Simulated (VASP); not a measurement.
# ZrSi2 (Cmcm) in VASP: notebook

ZrSi2 is run at these levels: PBEsol; tasks: single point.

Everything below comes from runs of VASP 6.6.1. Logs are shortened: lines on timing, memory, paths and dates and some standing lists are left out, and cuts for length are marked.

### Step 1. The cell of the first run

It takes space group Cmcm (No. 63, orthorhombic). The conventional cell has a = 3.674 Å, b = 14.566 Å, c = 3.657 Å, α = 90.00°, β = 90.00°, γ = 90.00°. Within 3.6 Å of Zr (site symmetry m2m) lie 10 Si at 2.70 to 2.95 Å and 2 Zr at 3.56 Å. Si (site symmetry m2m) has 2 Si at 2.41 Å and 6 Zr at 2.70 to 2.95 Å within 3.2 Å. Within 3.4 Å of Si (site symmetry m2m) lie 8 Si at 2.59 to 3.40 Å and 4 Zr at 2.80 Å.

### Step 2. Single point, PBEsol

The input, INCAR:

```
PREC = Accurate
ENCUT = 520
EDIFF = 1E-6
ISMEAR = 0
SIGMA = 0.15
LREAL = False
LASPH = True
NELM = 80
ALGO = Normal
ISIF = 2
LWAVE = False
LCHARG = True
GGA = PS
LELF = True
LVHAR = True
NBANDS = 29
```

The input, KPOINTS:

```
regular mesh
0
Gamma
  10 10 10
```

The input, POSCAR:

```
ZrSi2
1.0
    1.8371292758     -7.2829450145      0.0000000000
    1.8371292758      7.2829450145      0.0000000000
    0.0000000000      0.0000000000      3.6567655751
Zr Si
2 4
Direct
    0.8952826024      0.1047173976      0.7500000000
    0.1047173976      0.8952826024      0.2500000000
    0.5539585034      0.4460414966      0.7500000000
    0.4460414966      0.5539585034      0.2500000000
    0.2502317899      0.7497682101      0.7500000000
    0.7497682101      0.2502317899      0.2500000000
```

Potentials or basis: VASP PAW PBE potentials, release 64 (Zr_sv, Si).

Launch:

```bash
$ cat potpaw_PBE.64/Zr_sv/POTCAR potpaw_PBE.64/Si/POTCAR > POTCAR
$ mpirun -np 1 vasp_std > vasp.out
```

OUTCAR:

```text
PREC = Accurate
   ENCUT = 520
   EDIFF = 1E-6
   ISMEAR = 0
   LREAL = False
   LASPH = True
   NELM = 80
   ISIF = 2
   GGA = PS

 ion  position               nearest neighbor table
   1  0.895  0.105  0.750-   4 2.70   4 2.70   4 2.70   4 2.70   6 2.80   6 2.80   5 2.80   5 2.80
                             3 2.95   3 2.95   2 3.56   2 3.56
   2  0.105  0.895  0.250-   3 2.70   3 2.70   3 2.70   3 2.70   5 2.80   5 2.80   6 2.80   6 2.80
                             4 2.95   4 2.95   1 3.56   1 3.56
   3  0.554  0.446  0.750-   4 2.41   4 2.41   2 2.70   2 2.70   2 2.70   2 2.70   1 2.95   1 2.95

   4  0.446  0.554  0.250-   3 2.41   3 2.41   1 2.70   1 2.70   1 2.70   1 2.70   2 2.95   2 2.95

   5  0.250  0.750  0.750-   6 2.59   6 2.59   6 2.59   6 2.59   2 2.80   2 2.80   1 2.80   1 2.80

   6  0.750  0.250  0.250-   5 2.59   5 2.59   5 2.59   5 2.59   1 2.80   1 2.80   2 2.80   2 2.80

  LATTYP: Found a base centered orthorhombic cell.
 ALAT       =     3.6742585516
 B/A-ratio  =     3.9643073084
 C/A-ratio  =     0.9952390458

  Lattice vectors:

 A1 = (   1.8371292758,  -7.2829450145,   0.0000000000)
 A2 = (   1.8371292758,   7.2829450145,   0.0000000000)
 A3 = (   0.0000000000,   0.0000000000,   3.6567655751)

Analysis of symmetry for initial positions (statically):
=====================================================================
 Subroutine PRICEL returns:
 Original cell was already a primitive cell.

 Routine SETGRP: Setting up the symmetry group for a
 base centered orthorhombic supercell.

 Subroutine GETGRP returns: Found  8 space group operations
 (whereof  4 operations were pure point group operations)
 out of a pool of  8 trial point group operations.

The static configuration has the point symmetry C_2h.
 The point group associated with its full space group is D_2h.

Analysis of symmetry for dynamics (positions and initial velocities):
=====================================================================
 Subroutine PRICEL returns:
 Original cell was already a primitive cell.

 Routine SETGRP: Setting up the symmetry group for a
 base centered orthorhombic supercell.

 Subroutine GETGRP returns: Found  8 space group operations
 (whereof  4 operations were pure point group operations)
 out of a pool of  8 trial point group operations.

The dynamic configuration has the point symmetry C_2h.
 The point group associated with its full space group is D_2h.

 Subroutine INISYM returns: Found  8 space group operations
 (whereof  4 operations are pure point group operations),
 and found     1 'primitive' translations

----------------------------------------------------------------------------------------

                                     Primitive cell

  volume of cell :      97.8529

  direct lattice vectors                    reciprocal lattice vectors
     1.837129276 -7.282945015  0.000000000     0.272163754 -0.068653546  0.000000000
     1.837129276  7.282945015  0.000000000     0.272163754  0.068653546  0.000000000
     0.000000000  0.000000000  3.656765575     0.000000000  0.000000000  0.273465712

  length of vectors
     7.511080619  7.511080619  3.656765575     0.280689184  0.280689184  0.273465712

  position of ions in fractional coordinates (direct lattice)
     0.895282602  0.104717398  0.750000000
     0.104717398  0.895282602  0.250000000
     0.553958503  0.446041497  0.750000000
     0.446041497  0.553958503  0.250000000
     0.250231790  0.749768210  0.750000000
     0.749768210  0.250231790  0.250000000

  ion indices of the primitive-cell ions
   primitive index   ion index
                 1           1
                 2           2
                 3           3
                 4           4
                 5           5
                 6           6

----------------------------------------------------------------------------------------

 KPOINTS: regular mesh

Automatic generation of k-mesh.
 Grid dimensions read from file:
 generate k-points for:   10   10   10

 Generating k-lattice:

  Cartesian coordinates                     Fractional coordinates (reciprocal lattice)
     0.027216375 -0.006865355  0.000000000     0.100000000  0.000000000  0.000000000
     0.027216375  0.006865355  0.000000000     0.000000000  0.100000000  0.000000000
     0.000000000  0.000000000  0.027346571     0.000000000  0.000000000  0.100000000

  Length of vectors
     0.028068918  0.028068918  0.027346571

  Shift w.r.t. Gamma in fractional coordinates (k-lattice)
     0.000000000  0.000000000  0.000000000

 Subroutine IBZKPT returns following result:
 ===========================================

 Found    186 irreducible k-points:

 Following reciprocal coordinates:
            Coordinates               Weight
  0.000000  0.000000  0.000000      1.000000
  0.100000  0.000000  0.000000      4.000000
  0.200000  0.000000  0.000000      4.000000
  0.300000  0.000000  0.000000      4.000000
  0.400000  0.000000  0.000000      4.000000
  0.500000  0.000000  0.000000      2.000000
[... 16 lines left out ...]
  0.300000  0.300000  0.000000      2.000000
  0.400000  0.300000  0.000000      4.000000
 [... further k-points ...]
   k-points           NKPTS =    186   k-points in BZ     NKDIM =    186   number of bands    NBANDS=     29
   number of dos      NEDOS =    301   number of ions     NIONS =      6
   total plane-waves  NPLWV =  87808
   dimension x,y,z NGX =    56 NGY =   56 NGZ =   28
   dimension x,y,z NGXF=   112 NGYF=  112 NGZF=   56
   ions per type =               2   4
   NGX,Y,Z   is equivalent  to a cutoff of  12.39, 12.39, 12.73 a.u.
   NGXF,Y,Z  is equivalent  to a cutoff of  24.79, 24.79, 25.46 a.u.
 SYSTEM =  unknown system
   PREC   = accura    normal or accurate (medium, high low for compatibility)
   ISTART =      0    job   : 0-new  1-cont  2-samecut
   ICHARG =      2    charge: 1-file 2-atom 10-const
   ISPIN  =      1    spin polarized calculation?
   LNONCOLLINEAR =      F non collinear calculations
   LSORBIT =      F    spin-orbit coupling
   LASPH  =      T    aspherical Exc in radial PAW
   ENCUT  =  520.0 eV  38.22 Ry    6.18 a.u.  13.97 13.97  6.80*2*pi/ulx,y,z
   NELM   =     80;   NELMIN=  2; NELMDL= -5     # of ELM steps
   EDIFF  = 0.1E-05   stopping-criterion for ELM
   LREAL  =      F    real-space projection
   EDIFFG = 0.1E-04   stopping-criterion for IOM
   NSW    =      0    number of steps for IOM
   IBRION =     -1    ionic relax: 0-MD 1-quasi-New 2-CG
   NFREE  =      0    steps in history (QN), initial steepest desc. (CG)
   ISIF   =      2    stress and relaxation
   ISYM   =      2    0-nonsym 1-usesym 2-fastsym
   POTIM  = 0.5000    time-step for ionic-motion
   TEBEG  =    0.0;   TEEND  =   0.0 temperature during run
   PSTRESS=    0.0 pullay stress
   NELECT =      40.0000    total number of electrons
   NUPDOWN=      -1.0000    fix difference up-down
   EMIN   =  10.00;   EMAX   =-10.00  energy-range for DOS
   EFERMI =   0.00;   METHOD = LEGACY
   ISMEAR =     0;   SIGMA  =   0.15  broadening in eV -4-tet -1-fermi 0-gaus
   EFERMI_NEDOS =   21; number of points for ismear=-14 and -15
   IALGO  =     38    algorithm
   IMIX   =      4    mixing-type and parameters
     AMIX     =   0.40;   BMIX     =  1.00
     AMIX_MAG =   1.60;   BMIX_MAG =  1.00
  volume/ion in A,a.u.               =      16.31       110.06
  Fermi-wavevector in a.u.,A,eV,Ry     =   1.214983  2.295985 20.084699  1.476184
  Thomas-Fermi vector in A             =   2.350385
   LORBIT       =      0    0 simple, 1 ext, 2 COOP (PROOUT), +10 PAW based schemes
   GGA     = PS    functional components
   LHFCALC =     F    Hartree Fock is set to
   AEXX    =    0.0000 exact exchange contribution
   IVDW    =     0    specifies the selected vdW correction
   LEPSILON=     F    determine dielectric tensor
   LRPA    =     F    only Hartree local field effects (RPA)
 non-spin polarized calculation
 Gauss-broadening in eV      SIGMA  =   0.15
  energy-cutoff  :      520.00
  volume of cell :       97.85
 maximum number of plane-waves:      2660
   NGX = 27   NGY = 27   NGZ = 13

 number of electron      39.9999998 magnetization

 Free energy of the ion-electron system (eV)
  ---------------------------------------------------
  ext. energy  EPLUGINS =         0.00000000
  ---------------------------------------------------
  free energy    TOTEN  =       -45.71575126 eV

  energy without entropy =      -45.70187573  energy(sigma->0) =      -45.70881349

 E-fermi :  10.2526     XC(G=0): -11.4737

 val. band max:       10.2480752467   @ k =  -0.1000   0.1000   0.0000
 cond. band min:      10.2590162482   @ k =   0.2000   0.0000   0.0000
 fundamental gap:      0.0109410015
 Fermi energy:        10.2525704218

 k-point     1 :       0.0000    0.0000    0.0000
  band No.  band energies     occupation
      1     -38.3048      2.00000
      2     -38.2894      2.00000
      3     -16.6062      2.00000
      4     -16.4455      2.00000
      5     -16.4188      2.00000
      6     -16.4124      2.00000
[... 21 lines left out ...]
     28      13.1400      0.00000
     29      14.3140      0.00000

 k-point     2 :       0.1000    0.0000    0.0000
  band No.  band energies     occupation
      1     -38.3038      2.00000
      2     -38.2884      2.00000
      3     -16.6021      2.00000
      4     -16.4662      2.00000
      5     -16.4372      2.00000
      6     -16.4111      2.00000
[... 21 lines left out ...]
     28      13.6675      0.00000
     29      13.9772      0.00000

 k-point     3 :       0.2000    0.0000    0.0000
  band No.  band energies     occupation
      1     -38.3010      2.00000
      2     -38.2859      2.00000
      3     -16.5915      2.00000
      4     -16.5197      2.00000
      5     -16.4850      2.00000
      6     -16.4080      2.00000
[... 21 lines left out ...]
     28      13.7130      0.00000
     29      14.2724      0.00000

 k-point     4 :       0.3000    0.0000    0.0000
  band No.  band energies     occupation
      1     -38.2977      2.00000
      2     -38.2828      2.00000
      3     -16.5893      2.00000
      4     -16.5738      2.00000
      5     -16.5432      2.00000
      6     -16.4042      2.00000
[... 21 lines left out ...]
     28      13.7957      0.00000
     29      14.8711      0.00000

 k-point     5 :       0.4000    0.0000    0.0000
  band No.  band energies     occupation
      1     -38.2949      2.00000
      2     -38.2803      2.00000
      3     -16.6384      2.00000
      4     -16.5908      2.00000
      5     -16.5648      2.00000
      6     -16.4012      2.00000
[... 21 lines left out ...]
     28      13.7569      0.00000
     29      14.2921      0.00000
[... 510 lines left out ...]
     28      13.6068      0.00000
     29      14.1978      0.00000

 k-point    22 :      -0.2000    0.2000    0.0000
  band No.  band energies     occupation
      1     -38.3047      2.00000
      2     -38.2895      2.00000
      3     -16.6001      2.00000
      4     -16.4461      2.00000
      5     -16.4189      2.00000
      6     -16.4182      2.00000
[... 21 lines left out ...]
     28      13.2059      0.00000
     29      14.5688      0.00000

 k-point    23 :       0.3000    0.3000    0.0000
  band No.  band energies     occupation
      1     -38.2948      2.00000
      2     -38.2803      2.00000
      3     -16.6395      2.00000
      4     -16.5901      2.00000
      5     -16.5605      2.00000
      6     -16.4053      2.00000
[... 21 lines left out ...]
     28      13.8073      0.00000
     29      14.2183      0.00000

 k-point    24 :       0.4000    0.3000    0.0000
  band No.  band energies     occupation
      1     -38.2975      2.00000
      2     -38.2829      2.00000
      3     -16.5924      2.00000
      4     -16.5622      2.00000
      5     -16.5430      2.00000
      6     -16.4134      2.00000
[... 21 lines left out ...]
     28      14.2034      0.00000
     29      14.3981      0.00000

 [... further k-points ...]
[... 5 lines left out ...]
  --------------------------------------------------------------------------------------
  -------------------------------------------------------------------------------------
  Total        0.1211938      0.1090307      0.1165593      0.0000000      0.0000000      0.0000000
  in kB        1.9843455      1.7851937      1.9084626      0.0000000      0.0000000      0.0000000
  external PRESSURE =       1.8926673 kB  Pullay stress =       0.0000000 kB

 VOLUME and BASIS-vectors are now :
 -----------------------------------------------------------------------------
  energy-cutoff  :      520.00
  volume of cell :       97.85
      direct lattice vectors                 reciprocal lattice vectors
     1.837129276 -7.282945015  0.000000000     0.272163754 -0.068653546  0.000000000
     1.837129276  7.282945015  0.000000000     0.272163754  0.068653546  0.000000000
     0.000000000  0.000000000  3.656765575     0.000000000  0.000000000  0.273465712

 POSITION                                       TOTAL-FORCE (eV/Angst)
 -----------------------------------------------------------------------------------
      1.83713     -5.75764      2.74257         0.000000      0.000292      0.000000
      1.83713      5.75764      0.91419         0.000000     -0.000292     -0.000000
      1.83713     -0.78595      2.74257         0.000000     -0.000116     -0.000000
      1.83713      0.78595      0.91419         0.000000      0.000116     -0.000000
      1.83713      3.63810      2.74257         0.000000      0.000534     -0.000000
      1.83713     -3.63810      0.91419         0.000000     -0.000534     -0.000000
 -----------------------------------------------------------------------------------
    total drift:                                0.000000      0.000000      0.000000

  FREE ENERGIE OF THE ION-ELECTRON SYSTEM (eV)
  ---------------------------------------------------
  free  energy   TOTEN  =       -45.7157512585 eV

  energy  without entropy=      -45.7018757258  energy(sigma->0) =      -45.70881349
```

Wall time 13 min (1 thread of Intel Xeon Platinum 8259CL at 2.50GHz (Skylake/Cascade Lake), shared host); peak memory 0.58 GiB.

Results:

| Quantity | Value |
| --- | --- |
| Free energy | -45.7158 eV |
| Pressure | 0.2 GPa |
| Band gap on the k mesh | zero (band 20 reaches 10.80 eV, above the bottom of band 21 at 9.80 eV) |

Levels at points of the mesh, in eV from the Fermi level:
```tsv
k point	band 16	band 17	band 18	band 19	band 20	band 21	band 22	band 23	band 24	band 25
(0.00, 0.00, 0.00)	-2.48	-2.39	-2.39	-2.32	0.02	1.09	1.36	1.47	1.61	2.12
(0.50, 0.00, 0.00)	-2.61	-1.77	-1.57	-0.89	-0.49	-0.46	0.97	1.00	2.12	2.36
(0.50, 0.50, 0.00)	-2.75	-2.70	-1.86	-1.47	0.42	1.00	1.17	1.46	1.74	2.25
(0.00, 0.00, 0.50)	-2.49	-1.96	-1.96	-0.05	-0.05	0.22	0.22	1.61	1.61	2.36
(0.50, 0.00, 0.50)	-3.80	-3.22	-3.22	-2.19	-2.19	2.23	2.23	3.17	3.17	3.32
(0.50, 0.50, 0.50)	-3.00	-2.26	-2.26	-0.92	-0.92	0.12	0.12	2.34	2.34	3.09
```

Caveat: the PAW data sets were made with another functional, which shifts forces and pressure a little.

### Step 3. Single point, PBEsol

This run uses another cell than the first one, of the same volume but with other edges.

The input, INCAR:

```
PREC = Accurate
ENCUT = 520
EDIFF = 1E-6
ISMEAR = 0
SIGMA = 0.1
LREAL = False
LASPH = True
NELM = 100
ALGO = Normal
ISIF = 2
LWAVE = False
LCHARG = False
GGA = PS
ISYM = 0
NBANDS = 29
```

The input, KPOINTS:

```
Automatic mesh
0
Gamma
  10 10 5
```

The input, POSCAR:

```
ZrSi2
1.0
    3.6567655748      0.0000000000      0.0000000000
    0.0000000000      3.6742585518      0.0000000000
    0.0000000000      1.8371292759      7.2829450218
Zr Si
2 4
Direct
    0.2500000000      0.8952826021      0.2094347957
    0.7500000000      0.1047173979      0.7905652043
    0.2500000000      0.5539585033      0.8920829934
    0.7500000000      0.4460414967      0.1079170066
    0.2500000000      0.2502317899      0.4995364203
    0.7500000000      0.7497682101      0.5004635797
```

Potentials or basis: VASP PAW PBE potentials, release 64 (Zr_sv, Si).

Launch:

```bash
$ cat potpaw_PBE.64/Zr_sv/POTCAR potpaw_PBE.64/Si/POTCAR > POTCAR
$ mpirun -np 1 vasp_std > vasp.out
```

Wall time 3.7 min (1 thread of Intel Xeon 6975P-C (Granite Rapids), shared host); peak memory 0.62 GiB.

The run converged. Its results:

```yaml
Free_energy: -45.7115 eV
Pressure: 0.2 GPa
Largest_force: 0.006 eV/Å
Band_gap_on_the_k_mesh: zero (band 20 reaches 10.80 eV, above the bottom of band 21 at 9.80 eV)
```

Forces on the atoms (eV/Å):
```
Zr   0.000  0.000  0.001
Zr   0.000  0.000 -0.001
Si   0.000  0.000  0.006
Si   0.000  0.000 -0.006
Si   0.000 -0.002 -0.002
Si   0.000  0.002  0.002
```

Levels at points of the mesh, in eV from the Fermi level:
```tsv
k point	band 17	band 18	band 19	band 20	band 21	band 22	band 23	band 24
(0.00, 0.00, 0.00)	-2.39	-2.39	-2.32	0.02	1.09	1.37	1.48	1.61
(0.50, 0.00, 0.00)	-1.95	-1.95	-0.05	-0.05	0.22	0.22	1.61	1.61
(0.00, 0.50, 0.00)	-1.76	-1.57	-0.88	-0.49	-0.45	0.97	1.00	2.12
(0.50, 0.50, 0.00)	-3.21	-3.21	-2.19	-2.19	2.23	2.23	3.17	3.17
```

Caveat: the PAW data sets were made with another functional, which shifts forces and pressure a little.
